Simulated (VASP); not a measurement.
# Au in VASP: relaxation of the atoms with PBEsol

Aim: the relaxation of the atoms of Au with PBEsol.

Everything below comes from runs of VASP 6.6.1. Logs are shortened: lines on timing, memory, paths and dates and some standing lists are left out, and cuts for length are marked.

### 1 The cell of the first run

The cell holds a slab with vacuum, 4 atoms: a = 2.888 Å, b = 2.888 Å, c = 23.073 Å, α = 90.00°, β = 90.00°, γ = 120.00°.

### 2 Relaxation of the atoms, PBEsol

Input file INCAR:

```
SYSTEM = Au
PREC     = Accurate       ! precision mode
ENCUT    = 520            ! plane-wave cutoff, eV
EDIFF    = 1E-6           ! SCF threshold, eV
ISMEAR   = -1             ! smearing method
SIGMA    = 0.05           ! smearing width, eV
LREAL    = .FALSE.        ! projectors in reciprocal space
LASPH    = .TRUE.         ! aspherical terms in the spheres
NELM     = 100            ! most SCF steps
ALGO     = Normal         ! electronic algorithm
ISIF     = 2              ! what is computed and relaxed
LWAVE    = .FALSE.        ! write WAVECAR
LCHARG   = .FALSE.        ! write CHGCAR
LDIPOL   = .TRUE.       
IDIPOL   = 3            
DIPOL    = 0.5 0.5 0.500
GGA      = PS             ! functional
IBRION   = 2              ! ionic algorithm
NSW      = 32             ! ionic steps
EDIFFG   = -0.01          ! ionic threshold
```

Input file KPOINTS:

```
regular mesh
0
G
  14 14 1
  0 0 0
```

Input file POSCAR:

```
Au
1.0
    2.8875949632      0.0000000000      0.0000000000
   -1.4437974816      2.5007305940      0.0000000000
    0.0000000000      0.0000000000     23.0731000000
Au
4
Direct
    0.0000000000      0.0000000000      0.3471500565
    0.3333333333      0.6666666667      0.4495613423
    0.6666666667      0.3333333333      0.5504386585
    0.0000000000      0.0000000000      0.6528499420
```

Potentials or basis: VASP PAW PBE potentials, release 64 (Au).

Command:

```
cat potpaw_PBE.64/Au/POTCAR > POTCAR
mpirun -np 1 vasp_std > vasp.out
```

OUTCAR:

```text
SYSTEM = Au
   PREC = Accurate
   ENCUT = 520
   EDIFF = 1E-6
   ISMEAR = -1
   LREAL = .FALSE.
   LASPH = .TRUE.
   NELM = 100
   ISIF = 2
   GGA = PS
   IBRION = 2
   NSW = 32
   EDIFFG = -0.01

 ion  position               nearest neighbor table
   1  0.000  0.000  0.347-   2 2.89   2 2.89   2 2.89
   2  0.333  0.667  0.450-   3 2.86   3 2.86   3 2.86   1 2.89   1 2.89   1 2.89
   3  0.667  0.333  0.550-   2 2.86   2 2.86   2 2.86   4 2.89   4 2.89   4 2.89
   4  0.000  0.000  0.653-   3 2.89   3 2.89   3 2.89

  LATTYP: Found a hexagonal cell.
 ALAT       =     2.8875949632
 C/A-ratio  =     7.9904211962

  Lattice vectors:

 A1 = (   2.8875949632,   0.0000000000,   0.0000000000)
 A2 = (  -1.4437974816,   2.5007305940,   0.0000000000)
 A3 = (   0.0000000000,   0.0000000000,  23.0731000000)

Analysis of symmetry for initial positions (statically):
=====================================================================
 Subroutine PRICEL returns:
 Original cell was already a primitive cell.

 Routine SETGRP: Setting up the symmetry group for a
 hexagonal supercell.

 Subroutine GETGRP returns: Found 12 space group operations
 (whereof 12 operations were pure point group operations)
 out of a pool of 24 trial point group operations.

The static configuration has the point symmetry D_3d.

Analysis of symmetry for dynamics (positions and initial velocities):
=====================================================================
 Subroutine PRICEL returns:
 Original cell was already a primitive cell.

 Routine SETGRP: Setting up the symmetry group for a
 hexagonal supercell.

 Subroutine GETGRP returns: Found 12 space group operations
 (whereof 12 operations were pure point group operations)
 out of a pool of 24 trial point group operations.

The dynamic configuration has the point symmetry D_3d.

 Subroutine INISYM returns: Found 12 space group operations
 (whereof 12 operations are pure point group operations),
 and found     1 'primitive' translations

----------------------------------------------------------------------------------------

                                     Primitive cell

  volume of cell :     166.6131

  direct lattice vectors                    reciprocal lattice vectors
     2.887594963  0.000000000  0.000000000     0.346308957  0.199941570  0.000000000
    -1.443797482  2.500730594  0.000000000     0.000000000  0.399883139  0.000000000
     0.000000000  0.000000000 23.073100000     0.000000000  0.000000000  0.043340513

  length of vectors
     2.887594963  2.887594963 23.073100000     0.399883139  0.399883139  0.043340513

  position of ions in fractional coordinates (direct lattice)
     0.000000000  0.000000000  0.347150056
     0.333333333  0.666666667  0.449561342
     0.666666667  0.333333333  0.550438658
     0.000000000  0.000000000  0.652849942

  ion indices of the primitive-cell ions
   primitive index   ion index
                 1           1
                 2           2
                 3           3
                 4           4

----------------------------------------------------------------------------------------

 KPOINTS: regular mesh

Automatic generation of k-mesh.
 Grid dimensions read from file:
 generate k-points for:   14   14    1

 Generating k-lattice:

  Cartesian coordinates                     Fractional coordinates (reciprocal lattice)
     0.024736354  0.014281541  0.000000000     0.071428571  0.000000000  0.000000000
     0.000000000  0.028563081  0.000000000     0.000000000  0.071428571  0.000000000
     0.000000000  0.000000000  0.043340513     0.000000000  0.000000000  1.000000000

  Length of vectors
     0.028563081  0.028563081  0.043340513

  Shift w.r.t. Gamma in fractional coordinates (k-lattice)
     0.000000000  0.000000000  0.000000000

 Subroutine IBZKPT returns following result:
 ===========================================

 Found     24 irreducible k-points:

 Following reciprocal coordinates:
            Coordinates               Weight
  0.000000  0.000000  0.000000      1.000000
  0.071429 -0.000000  0.000000      6.000000
  0.142857 -0.000000  0.000000      6.000000
  0.214286 -0.000000  0.000000      6.000000
  0.285714 -0.000000  0.000000      6.000000
  0.357143 -0.000000  0.000000      6.000000
[... 16 lines left out ...]
  0.285714  0.285714  0.000000      6.000000
  0.357143  0.285714  0.000000      6.000000
   k-points           NKPTS =     24   k-points in BZ     NKDIM =     24   number of bands    NBANDS=     26
   number of dos      NEDOS =    301   number of ions     NIONS =      4
   total plane-waves  NPLWV = 103680
   dimension x,y,z NGX =    24 NGY =   24 NGZ =  180
   dimension x,y,z NGXF=    48 NGYF=   48 NGZF=  360
   ions per type =               4
   NGX,Y,Z   is equivalent  to a cutoff of  13.82, 13.82, 12.97 a.u.
   NGXF,Y,Z  is equivalent  to a cutoff of  27.63, 27.63, 25.94 a.u.
 SYSTEM =  Au
   PREC   = accura    normal or accurate (medium, high low for compatibility)
   ISTART =      0    job   : 0-new  1-cont  2-samecut
   ICHARG =      2    charge: 1-file 2-atom 10-const
   ISPIN  =      1    spin polarized calculation?
   LNONCOLLINEAR =      F non collinear calculations
   LSORBIT =      F    spin-orbit coupling
   LASPH  =      T    aspherical Exc in radial PAW
   ENCUT  =  520.0 eV  38.22 Ry    6.18 a.u.   5.37  5.37 42.90*2*pi/ulx,y,z
   NELM   =    100;   NELMIN=  2; NELMDL= -5     # of ELM steps
   EDIFF  = 0.1E-05   stopping-criterion for ELM
   LREAL  =      F    real-space projection
   EDIFFG = -.1E-01   stopping-criterion for IOM
   NSW    =     32    number of steps for IOM
   IBRION =      2    ionic relax: 0-MD 1-quasi-New 2-CG
   NFREE  =      1    steps in history (QN), initial steepest desc. (CG)
   ISIF   =      2    stress and relaxation
   ISYM   =      2    0-nonsym 1-usesym 2-fastsym
   POTIM  = 0.5000    time-step for ionic-motion
   TEBEG  =    0.0;   TEEND  =   0.0 temperature during run
   PSTRESS=    0.0 pullay stress
   NELECT =      44.0000    total number of electrons
   NUPDOWN=      -1.0000    fix difference up-down
   EMIN   =  10.00;   EMAX   =-10.00  energy-range for DOS
   EFERMI =   0.00;   METHOD = LEGACY
   ISMEAR =    -1;   SIGMA  =   0.05  broadening in eV -4-tet -1-fermi 0-gaus
   EFERMI_NEDOS =   21; number of points for ismear=-14 and -15
   IALGO  =     38    algorithm
   IMIX   =      4    mixing-type and parameters
     AMIX     =   0.40;   BMIX     =  1.00
     AMIX_MAG =   1.60;   BMIX_MAG =  1.00
  volume/ion in A,a.u.               =      41.65       281.09
  Fermi-wavevector in a.u.,A,eV,Ry     =   1.050323  1.984822 15.009640  1.103177
  Thomas-Fermi vector in A             =   2.185321
   LORBIT       =      0    0 simple, 1 ext, 2 COOP (PROOUT), +10 PAW based schemes
   GGA     = PS    functional components
   LHFCALC =     F    Hartree Fock is set to
   AEXX    =    0.0000 exact exchange contribution
   IVDW    =     0    specifies the selected vdW correction
   LEPSILON=     F    determine dielectric tensor
   LRPA    =     F    only Hartree local field effects (RPA)
 conjugate gradient relaxation of ions
 non-spin polarized calculation
  energy-cutoff  :      520.00
  volume of cell :      166.61
 maximum number of plane-waves:      4549
 NGX is ok and might be reduce to    24
   NGX = 11   NGY = 11   NGZ = 85

 number of electron      44.0000003 magnetization

 dipolmoment           0.000000      0.000000      0.000000 electrons x Angstroem

 Free energy of the ion-electron system (eV)
  ---------------------------------------------------
  ext. energy  EPLUGINS =         0.00000000
  ---------------------------------------------------
  free energy    TOTEN  =       -14.81755048 eV

  energy without entropy =      -14.80459730  energy(sigma->0) =      -14.81107389

 E-fermi :   0.6459     XC(G=0):  -5.9539

 val. band max:        0.6121999696   @ k =   0.2857   0.2143   0.0000
 cond. band min:       0.7736348577   @ k =   0.0000   0.0000   0.0000
 fundamental gap:      0.1614348881
 Fermi energy:         0.6458948162

 k-point     1 :       0.0000    0.0000    0.0000
  band No.  band energies     occupation
      1      -8.7872      2.00000
      2      -7.5749      2.00000
      3      -6.5582      2.00000
      4      -6.4937      2.00000
      5      -3.9815      2.00000
      6      -3.8990      2.00000
[... 18 lines left out ...]
     25       0.7736      0.14421
     26       5.3747      0.00000

 k-point     2 :       0.0714   -0.0000    0.0000
  band No.  band energies     occupation
      1      -8.6312      2.00000
      2      -7.4220      2.00000
      3      -6.4048      2.00000
      4      -6.3568      2.00000
      5      -4.0935      2.00000
      6      -4.0184      2.00000
[... 18 lines left out ...]
     25       1.2452      0.00001
     26       5.4555      0.00000

 k-point     3 :       0.1429   -0.0000    0.0000
  band No.  band energies     occupation
      1      -8.1839      2.00000
      2      -6.9967      2.00000
      3      -6.0067      2.00000
      4      -5.9682      2.00000
      5      -4.3823      2.00000
      6      -4.1904      2.00000
[... 18 lines left out ...]
     25       2.2510      0.00000
     26       5.7014      0.00000

 k-point     4 :       0.2143   -0.0000    0.0000
  band No.  band energies     occupation
      1      -7.5223      2.00000
      2      -6.4392      2.00000
      3      -5.6310      2.00000
      4      -5.4349      2.00000
      5      -4.7387      2.00000
      6      -4.3571      2.00000
[... 18 lines left out ...]
     25       3.4407      0.00000
     26       6.1306      0.00000

 k-point     5 :       0.2857   -0.0000    0.0000
  band No.  band energies     occupation
      1      -6.8345      2.00000
      2      -6.0560      2.00000
      3      -5.5524      2.00000
      4      -5.2372      2.00000
      5      -5.0829      2.00000
      6      -4.5017      2.00000
[... 18 lines left out ...]
     25       4.6594      0.00000
     26       6.7743      0.00000

 k-point     6 :       0.3571   -0.0000    0.0000
  band No.  band energies     occupation
      1      -6.4181      2.00000
      2      -6.0033      2.00000
      3      -5.6155      2.00000
      4      -5.4743      2.00000
      5      -5.2599      2.00000
      6      -4.6893      2.00000
[... 427 lines left out ...]
 k-point    21 :       0.2857    0.2143    0.0000
  band No.  band energies     occupation
      1      -5.6270      2.00000
      2      -5.5290      2.00000
      3      -5.1810      2.00000
      4      -4.9727      2.00000
      5      -4.6678      2.00000
      6      -4.5199      2.00000
[... 18 lines left out ...]
     25       5.5288      0.00000
     26       6.3390      0.00000

 k-point    22 :       0.3571    0.2143    0.0000
  band No.  band energies     occupation
      1      -5.5850      2.00000
      2      -5.5681      2.00000
      3      -5.1899      2.00000
      4      -4.9043      2.00000
      5      -4.7601      2.00000
      6      -4.5541      2.00000
[... 18 lines left out ...]
     25       4.6076      0.00000
     26       5.6795      0.00000

 k-point    23 :       0.2857    0.2857    0.0000
  band No.  band energies     occupation
      1      -5.4289      2.00000
      2      -5.3526      2.00000
      3      -5.0786      2.00000
      4      -4.7133      2.00000
      5      -4.6840      2.00000
      6      -4.5143      2.00000
[... 18 lines left out ...]
     25       5.0831      0.00000
     26       5.7202      0.00000

 k-point    24 :       0.3571    0.2857    0.0000
  band No.  band energies     occupation
      1      -5.3514      2.00000
      2      -5.2758      2.00000
      3      -5.0539      2.00000
      4      -4.7410      2.00000
      5      -4.7078      2.00000
      6      -4.4332      2.00000
[... 18 lines left out ...]
     25       4.8826      0.00000
     26       6.0145      0.00000

------------------------ aborting loop because EDIFF is reached ----------------------------------------

 vacuum level on the upper side and lower side of the slab       (xc-potential included)        -0.008        -0.008

  FORCE on cell =-STRESS in cart. coord.  units (eV):
  Direction    XX          YY          ZZ          XY          YZ          ZX
  --------------------------------------------------------------------------------------
  -------------------------------------------------------------------------------------
  Total       -2.8484515     -2.8484515     -0.1213761     -0.0000000      0.0000000      0.0000000
  in kB      -27.3911510    -27.3911510     -1.1671717     -0.0000000      0.0000000      0.0000000
  external PRESSURE =     -18.6498246 kB  Pullay stress =       0.0000000 kB

 VOLUME and BASIS-vectors are now :
 -----------------------------------------------------------------------------
  energy-cutoff  :      520.00
  volume of cell :      166.61
      direct lattice vectors                 reciprocal lattice vectors
     2.887594963  0.000000000  0.000000000     0.346308957  0.199941570  0.000000000
    -1.443797482  2.500730594  0.000000000     0.000000000  0.399883139  0.000000000
     0.000000000  0.000000000 23.073100000     0.000000000  0.000000000  0.043340513

 POSITION                                       TOTAL-FORCE (eV/Angst)
 -----------------------------------------------------------------------------------
      0.00000      0.00000      8.00983         0.000000      0.000000      0.009241
     -0.00000      1.66715     10.37277         0.000000      0.000000      0.001319
      1.44380      0.83358     12.70033        -0.000000     -0.000000     -0.001319
      0.00000      0.00000     15.06327        -0.000000     -0.000000     -0.009241
 -----------------------------------------------------------------------------------
    total drift:                                0.000000     -0.000000      0.000016

  FREE ENERGIE OF THE ION-ELECTRON SYSTEM (eV)
  ---------------------------------------------------
  free  energy   TOTEN  =       -14.8175504800 eV

  energy  without entropy=      -14.8045972977  energy(sigma->0) =      -14.81107389

 reached required accuracy - stopping structural energy minimisation

 vacuum level on the upper side and lower side of the slab         5.893         5.893
```

Run time: 2.9 min. Hardware: 1 thread of Oxide Virtual Turin-like, shared host; peak memory 0.3 GiB.

Results:

| Property | Result |
| --- | --- |
| Free energy | -14.8176 eV |
| Largest force after relaxing | 0.009 eV/Å |
| Band gap on the k mesh | zero (bands 22 and 23 overlap by 4.51 eV) |

Forces in eV/Å, atoms in the order of the input:
```
Au   0.000  0.000  0.009
Au   0.000  0.000  0.001
Au   0.000  0.000 -0.001
Au   0.000  0.000 -0.009
```

Final structure:
```
Au
1.0
     2.88759    0.00000    0.00000
    -1.44380    2.50073    0.00000
     0.00000    0.00000   23.07310
Au
4
Cartesian
  0.0000 0.0000 8.0098
  0.0000 1.6672 10.3728
  1.4438 0.8336 12.7003
  0.0000 0.0000 15.0633
```

Levels at points of the mesh, in eV from the Fermi level:
| k point | band 18 | band 19 | band 20 | band 21 | band 22 | band 23 | band 24 | band 25 | band 26 |
| --- | --- | --- | --- | --- | --- | --- | --- | --- | --- |
| (0.00, 0.00, 0.00) | -2.81 | -2.81 | -2.30 | -2.30 | -1.93 | -1.93 | -1.22 | 0.13 | 4.73 |
| (0.50, 0.00, 0.00) | -1.70 | -1.49 | -1.47 | -0.08 | 0.95 | 1.35 | 1.35 | 3.56 | 3.94 |

Caveat: the relaxation stopped at its first step, so nothing moved; the PAW data sets were made with another functional, which shifts forces and pressure a little; spin-orbit coupling is left out, which moves the levels of the heavy elements.

The gap in the log of VASP goes by the Fermi energy; the results here count the filled bands.